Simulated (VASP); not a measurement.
Input of a VASP 6.6.1 run:

File INCAR:

```
SYSTEM = GdO
ALGO = Normal
EDIFF = 1E-8
ENCUT = 520
GGA = PS
IBRION = 8
ISIF = 2
ISMEAR = -1
ISPIN = 2
LASPH = .True.
LCHARG = .True.
LMAXMIX = 6
LORBIT = 11
LREAL = .False.
LWAVE = .False.
MAGMOM = 7 0
NBANDS = 23
NELM = 150
NSW = 1
PREC = Accurate
SIGMA = 0.05
```

KPOINTS

```
k-points
0
Gamma
  8 8 8
  0 0 0
```

The input POSCAR:

```
GdO
1.0
    0.0000000000      2.7000000000      2.7000000000
    2.7000000000      0.0000000000      2.7000000000
    2.7000000000      2.7000000000      0.0000000000
Gd O
1 1
Direct
    0.0000000000      0.0000000000      0.0000000000
    0.7500000000      0.7500000000      0.7500000000
```

Potentials or basis: VASP PAW PBE potentials, release 64 (Gd, O).

The run is started by

```console
$ cat potpaw_PBE.64/Gd/POTCAR potpaw_PBE.64/O/POTCAR > POTCAR
$ mpirun -np 1 vasp_std > vasp.out
```

What does it give for the highest phonon frequency at Γ, LO-TO splitting left out?

152 cm⁻¹.

Estimate the net moment.

7.48 μB per cell.

Phonon frequencies in cm⁻¹ (negative: imaginary):
```
              q point           frequencies
(0.000, 0.000, 0.000)  -1 -1 -1 152 152 152
```

Caveat: the cell stands under pressure or tension, which shifts response properties; a cell with one magnetic atom can't hold antiferromagnetic order, which such compounds often take. The state reached can hang on the start; a lower one may exist.
